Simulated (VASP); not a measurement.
# BaTiO3 in VASP: notebook

Runs on BaTiO3. Level: PBE. Tasks: single point.

Program: VASP 6.6.1. These are calculated values, not measurements. Logs are shortened: lines on timing, memory, paths and dates and some standing lists are left out, and cuts for length are marked.

### 1 The cell of the first run

It takes space group Amm2 (No. 38, orthorhombic). Conventional cell: a = 3.865 Å, b = 5.504 Å, c = 5.692 Å, α = 90.00°, β = 90.00°, γ = 90.00°. Within 3.6 Å of Ba (site symmetry mm2) lie 12 O at 2.75 to 2.89 Å and 8 Ti at 3.36 to 3.48 Å. Within 2.5 Å of Ti (site symmetry mm2) lie 6 O at 1.92 to 2.04 Å. Within 2.6 Å of O (site symmetry mm2) lie 2 Ti at 1.93 Å. O (site symmetry m) has 2 Ti at 1.92 to 2.04 Å within 2.5 Å.

### 2 Single point, PBE (equal xx and yy strain of -3 %)

The input, INCAR:

```
PREC = Accurate
ENCUT = 520
EDIFF = 1E-6
ISMEAR = -1
SIGMA = 0.05
LREAL = False
LASPH = True
NELM = 60
ALGO = Normal
ISIF = 2
LWAVE = False
LCHARG = False
GGA = PE
NBANDS = 28
```

The input, KPOINTS:

```
Automatic mesh
0
Gamma
  8 8 8
```

The input, POSCAR:

```
BaTiO3
1.0
    3.8645770000      0.0000000000      0.0000000000
    0.0000000000      2.7519385000      2.8458000000
    0.0000000000     -2.7519385000      2.8458000000
Ba Ti O
1 1 3
Direct
    0.0000000000      0.0000000000      0.0000000000
    0.5000000000      0.5079000000      0.5079000000
    0.0000000000      0.4921000000      0.4921000000
    0.5000000000      0.5025100000      0.9937100000
    0.5000000000      0.9937100000      0.5025100000
```

Potentials or basis: VASP PAW PBE potentials, release 64 (Ba_sv, Ti_sv, O).

On the command line:

```console
> cat potpaw_PBE.64/Ba_sv/POTCAR potpaw_PBE.64/Ti_sv/POTCAR potpaw_PBE.64/O/POTCAR > POTCAR
> mpirun -np 1 vasp_std > vasp.out
```

OUTCAR:

```text
PREC = Accurate
   ENCUT = 520
   EDIFF = 1E-6
   ISMEAR = -1
   LREAL = False
   LASPH = True
   NELM = 60
   ISIF = 2
   GGA = PE

 ion  position               nearest neighbor table
   1  0.000  0.000  0.000-   3 2.75   3 2.75   4 2.76   5 2.76   4 2.76   5 2.76   4 2.77   5 2.77
                             4 2.77   5 2.77   3 2.80   3 2.89   2 3.36   2 3.36   2 3.36   2 3.36
   2  0.500  0.508  0.508-   4 1.92   5 1.92   3 1.93   3 1.93   5 2.04   4 2.04   1 3.36   1 3.36
                             1 3.36   1 3.36   1 3.40   1 3.40   1 3.48   1 3.48
   3  0.000  0.492  0.492-   2 1.93   2 1.93   1 2.75   1 2.75   1 2.80   1 2.89
   4  0.500  0.503  0.994-   2 1.92   2 2.04   1 2.76   1 2.76   1 2.77   1 2.77
   5  0.500  0.994  0.503-   2 1.92   2 2.04   1 2.76   1 2.76   1 2.77   1 2.77

  LATTYP: Found a base centered orthorhombic cell.
 ALAT       =     5.5038770000
 B/A-ratio  =     1.0341074119
 C/A-ratio  =     0.7021554079

  Lattice vectors:

 A1 = (   0.0000000000,   2.7519385000,  -2.8458000000)
 A2 = (   0.0000000000,   2.7519385000,   2.8458000000)
 A3 = (   3.8645770000,   0.0000000000,   0.0000000000)

Analysis of symmetry for initial positions (statically):
=====================================================================
 Subroutine PRICEL returns:
 Original cell was already a primitive cell.

 Routine SETGRP: Setting up the symmetry group for a
 base centered orthorhombic supercell.

 Subroutine GETGRP returns: Found  4 space group operations
 (whereof  4 operations were pure point group operations)
 out of a pool of  8 trial point group operations.

The static configuration has the point symmetry C_2v.

Analysis of symmetry for dynamics (positions and initial velocities):
=====================================================================
 Subroutine PRICEL returns:
 Original cell was already a primitive cell.

 Routine SETGRP: Setting up the symmetry group for a
 base centered orthorhombic supercell.

 Subroutine GETGRP returns: Found  4 space group operations
 (whereof  4 operations were pure point group operations)
 out of a pool of  8 trial point group operations.

The dynamic configuration has the point symmetry C_2v.

 Subroutine INISYM returns: Found  4 space group operations
 (whereof  4 operations are pure point group operations),
 and found     1 'primitive' translations

----------------------------------------------------------------------------------------

                                     Primitive cell

  volume of cell :      60.5306

  direct lattice vectors                    reciprocal lattice vectors
     3.864577000  0.000000000  0.000000000     0.258760532  0.000000000  0.000000000
     0.000000000  2.751938500  2.845800000     0.000000000  0.181690107  0.175697519
     0.000000000 -2.751938500  2.845800000     0.000000000 -0.181690107  0.175697519

  length of vectors
     3.864577000  3.958755252  3.958755252     0.258760532  0.252746737  0.252746737

  position of ions in fractional coordinates (direct lattice)
     0.000000000  0.000000000  0.000000000
     0.500000000  0.507900000  0.507900000
     0.000000000  0.492100000  0.492100000
     0.500000000  0.502510000  0.993710000
     0.500000000  0.993710000  0.502510000

  ion indices of the primitive-cell ions
   primitive index   ion index
                 1           1
                 2           2
                 3           3
                 4           4
                 5           5

----------------------------------------------------------------------------------------

 KPOINTS: Automatic mesh

Automatic generation of k-mesh.
 Grid dimensions read from file:
 generate k-points for:    8    8    8

 Generating k-lattice:

  Cartesian coordinates                     Fractional coordinates (reciprocal lattice)
     0.032345066  0.000000000  0.000000000     0.125000000  0.000000000  0.000000000
     0.000000000  0.022711263  0.021962190     0.000000000  0.125000000  0.000000000
     0.000000000 -0.022711263  0.021962190     0.000000000  0.000000000  0.125000000

  Length of vectors
     0.032345066  0.031593342  0.031593342

  Shift w.r.t. Gamma in fractional coordinates (k-lattice)
     0.000000000  0.000000000  0.000000000

 Subroutine IBZKPT returns following result:
 ===========================================

 Found    105 irreducible k-points:

 Following reciprocal coordinates:
            Coordinates               Weight
  0.000000  0.000000  0.000000      1.000000
  0.125000  0.000000  0.000000      2.000000
  0.250000  0.000000  0.000000      2.000000
  0.375000  0.000000  0.000000      2.000000
  0.500000  0.000000  0.000000      1.000000
  0.000000  0.125000 -0.000000      4.000000
[... 16 lines left out ...]
  0.250000  0.500000 -0.000000      4.000000
  0.375000  0.500000 -0.000000      4.000000
 [... further k-points ...]
   k-points           NKPTS =    105   k-points in BZ     NKDIM =    105   number of bands    NBANDS=     28
   number of dos      NEDOS =    301   number of ions     NIONS =      5
   total plane-waves  NPLWV =  27000
   dimension x,y,z NGX =    30 NGY =   30 NGZ =   30
   dimension x,y,z NGXF=    60 NGYF=   60 NGZF=   60
   ions per type =               1   1   3
   NGX,Y,Z   is equivalent  to a cutoff of  12.91, 12.60, 12.60 a.u.
   NGXF,Y,Z  is equivalent  to a cutoff of  25.81, 25.20, 25.20 a.u.
 SYSTEM =  unknown system
   PREC   = accura    normal or accurate (medium, high low for compatibility)
   ISTART =      0    job   : 0-new  1-cont  2-samecut
   ICHARG =      2    charge: 1-file 2-atom 10-const
   ISPIN  =      1    spin polarized calculation?
   LNONCOLLINEAR =      F non collinear calculations
   LSORBIT =      F    spin-orbit coupling
   LASPH  =      T    aspherical Exc in radial PAW
   ENCUT  =  520.0 eV  38.22 Ry    6.18 a.u.   7.19  7.36  7.36*2*pi/ulx,y,z
   NELM   =     60;   NELMIN=  2; NELMDL= -5     # of ELM steps
   EDIFF  = 0.1E-05   stopping-criterion for ELM
   LREAL  =      F    real-space projection
   EDIFFG = 0.1E-04   stopping-criterion for IOM
   NSW    =      0    number of steps for IOM
   IBRION =     -1    ionic relax: 0-MD 1-quasi-New 2-CG
   NFREE  =      0    steps in history (QN), initial steepest desc. (CG)
   ISIF   =      2    stress and relaxation
   ISYM   =      2    0-nonsym 1-usesym 2-fastsym
   POTIM  = 0.5000    time-step for ionic-motion
   TEBEG  =    0.0;   TEEND  =   0.0 temperature during run
   PSTRESS=    0.0 pullay stress
   NELECT =      40.0000    total number of electrons
   NUPDOWN=      -1.0000    fix difference up-down
   EMIN   =  10.00;   EMAX   =-10.00  energy-range for DOS
   EFERMI =   0.00;   METHOD = LEGACY
   ISMEAR =    -1;   SIGMA  =   0.05  broadening in eV -4-tet -1-fermi 0-gaus
   EFERMI_NEDOS =   21; number of points for ismear=-14 and -15
   IALGO  =     38    algorithm
   IMIX   =      4    mixing-type and parameters
     AMIX     =   0.40;   BMIX     =  1.00
     AMIX_MAG =   1.60;   BMIX_MAG =  1.00
  volume/ion in A,a.u.               =      12.11        81.70
  Fermi-wavevector in a.u.,A,eV,Ry     =   1.425946  2.694648 27.665033  2.033323
  Thomas-Fermi vector in A             =   2.546276
   LORBIT       =      0    0 simple, 1 ext, 2 COOP (PROOUT), +10 PAW based schemes
   GGA     = PE    functional components
   LHFCALC =     F    Hartree Fock is set to
   AEXX    =    0.0000 exact exchange contribution
   IVDW    =     0    specifies the selected vdW correction
   LEPSILON=     F    determine dielectric tensor
   LRPA    =     F    only Hartree local field effects (RPA)
 non-spin polarized calculation
  energy-cutoff  :      520.00
  volume of cell :       60.53
 maximum number of plane-waves:      1648
 NGX is ok and might be reduce to    30
   NGX = 15   NGY = 15   NGZ = 15

 number of electron      40.0000023 magnetization

 Free energy of the ion-electron system (eV)
  ---------------------------------------------------
  ext. energy  EPLUGINS =         0.00000000
  ---------------------------------------------------
  free energy    TOTEN  =       -39.70220812 eV

  energy without entropy =      -39.70220812  energy(sigma->0) =      -39.70220812

 E-fermi :   5.2789     XC(G=0): -11.5640

 val. band max:        4.3388387356   @ k =   0.5000   0.5000   0.5000
 cond. band min:       6.1532888181   @ k =   0.0000   0.0000   0.0000
 fundamental gap:      1.8144500825
 Fermi energy:         5.2789248908

 k-point     1 :       0.0000    0.0000    0.0000
  band No.  band energies     occupation
      1     -52.0614      2.00000
      2     -28.3254      2.00000
      3     -28.3197      2.00000
      4     -28.2955      2.00000
      5     -20.4104      2.00000
      6     -12.7427      2.00000
[... 20 lines left out ...]
     27       9.5432      0.00000
     28      12.2881      0.00000

 k-point     2 :       0.1250    0.0000    0.0000
  band No.  band energies     occupation
      1     -52.0611      2.00000
      2     -28.3323      2.00000
      3     -28.3249      2.00000
      4     -28.2950      2.00000
      5     -20.3847      2.00000
      6     -12.7320      2.00000
[... 20 lines left out ...]
     27       9.8784      0.00000
     28      12.6627      0.00000

 k-point     3 :       0.2500    0.0000    0.0000
  band No.  band energies     occupation
      1     -52.0605      2.00000
      2     -28.3624      2.00000
      3     -28.3237      2.00000
      4     -28.2938      2.00000
      5     -20.3214      2.00000
      6     -12.8026      2.00000
[... 20 lines left out ...]
     27      10.6803      0.00000
     28      12.8702      0.00000

 k-point     4 :       0.3750    0.0000    0.0000
  band No.  band energies     occupation
      1     -52.0598      2.00000
      2     -28.3921      2.00000
      3     -28.3224      2.00000
      4     -28.2926      2.00000
      5     -20.2562      2.00000
      6     -12.9502      2.00000
[... 578 lines left out ...]
     27      12.4787      0.00000
     28      13.0455      0.00000

 k-point    23 :       0.2500    0.5000   -0.0000
  band No.  band energies     occupation
      1     -52.0592      2.00000
      2     -28.3745      2.00000
      3     -28.3587      2.00000
      4     -28.3034      2.00000
      5     -20.1971      2.00000
      6     -12.7743      2.00000
[... 20 lines left out ...]
     27      13.3065      0.00000
     28      13.3685      0.00000

 k-point    24 :       0.3750    0.5000   -0.0000
  band No.  band energies     occupation
      1     -52.0586      2.00000
      2     -28.3877      2.00000
      3     -28.3724      2.00000
      4     -28.3023      2.00000
      5     -20.1561      2.00000
      6     -12.4986      2.00000
[... 20 lines left out ...]
     27      12.7223      0.00000
     28      14.3501      0.00000

 [... further k-points ...]

------------------------ aborting loop because EDIFF is reached ----------------------------------------

  FORCE on cell =-STRESS in cart. coord.  units (eV):
  Direction    XX          YY          ZZ          XY          YZ          ZX
  --------------------------------------------------------------------------------------
  -------------------------------------------------------------------------------------
  Total        7.4766241      7.2121651      3.7469009      0.0000000      0.0000000      0.0000000
  in kB      197.8978473    190.8979151     99.1762599      0.0000000      0.0000000      0.0000000
  external PRESSURE =     162.6573408 kB  Pullay stress =       0.0000000 kB

 VOLUME and BASIS-vectors are now :
 -----------------------------------------------------------------------------
  energy-cutoff  :      520.00
  volume of cell :       60.53
      direct lattice vectors                 reciprocal lattice vectors
     3.864577000  0.000000000  0.000000000     0.258760532  0.000000000  0.000000000
     0.000000000  2.751938500  2.845800000     0.000000000  0.181690107  0.175697519
     0.000000000 -2.751938500  2.845800000     0.000000000 -0.181690107  0.175697519

 POSITION                                       TOTAL-FORCE (eV/Angst)
 -----------------------------------------------------------------------------------
      0.00000      0.00000      0.00000         0.000000     -0.000000      0.109309
      1.93229      0.00000      2.89076         0.000000     -0.000000      0.047256
      0.00000      0.00000      2.80084         0.000000     -0.000000      0.024053
      1.93229     -1.35175      4.25794         0.000000     -0.153946     -0.090309
      1.93229      1.35175      4.25794         0.000000      0.153946     -0.090309
 -----------------------------------------------------------------------------------
    total drift:                                0.000000      0.000000      0.000388

  FREE ENERGIE OF THE ION-ELECTRON SYSTEM (eV)
  ---------------------------------------------------
  free  energy   TOTEN  =       -39.7022081225 eV

  energy  without entropy=      -39.7022081220  energy(sigma->0) =      -39.70220812
```

Run time: 2.2 min. Hardware: 1 thread of Intel Xeon 6975P-C, shared host; peak memory 0.3 GiB.

What came out:

```yaml
Free_energy: -39.7022 eV
Pressure: 16.3 GPa
Largest_force: 0.178 eV/Å
Band_gap_on_the_k_mesh: 1.81 eV, indirect (least direct gap 1.89 eV)
```

Forces on the atoms (eV/Å):
```
Ba   0.000  0.000  0.109
Ti   0.000  0.000  0.047
O    0.000  0.000  0.024
O    0.000 -0.154 -0.090
O    0.000  0.154 -0.090
```

Caveat: the cell differs from its parent crystal (equal xx and yy strain of -3 %); spin-orbit coupling is left out, which moves the levels of the heavy elements.

[end of part 1 of 2]
